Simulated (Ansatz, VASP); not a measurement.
Two plane-wave programs on Cs2H

```
Cs H
1.0
     6.47293    0.00000    0.00000
    -3.23647    5.60572    0.00000
     0.00000    0.00000    5.33718
Cs H
2 1
Cartesian
  0.0000 3.7371 2.6686
  3.2365 1.8686 2.6686
  0.0000 0.0000 2.6686
```

Alike in both runs: functional PBE; k mesh 9 × 9 × 10; occupations gaussian, width 0.1 eV; no spin polarisation.

Ansatz relaxed the structure, and its values are those at the end. VASP's run is a single point on that final structure, the one shown.

```csv
,VASP,Ansatz
version,VASP 6.6.1,Ansatz 0.2.0
potentials or method,"VASP PAW PBE potentials, release 64 (Cs_sv, H), cutoff 520 eV","scalar-relativistic, plane waves, PAW"
valence electrons in the cell,19,19
```

```csv
,VASP,Ansatz,Ansatz less VASP
gap on the k mesh at the Fermi level (eV),none,none,-
pressure (GPa),0.0,0.0,0.00
```

A gap of «none» marks a metal or a gap that the smearing closes.

Spin-orbit coupling is off throughout.
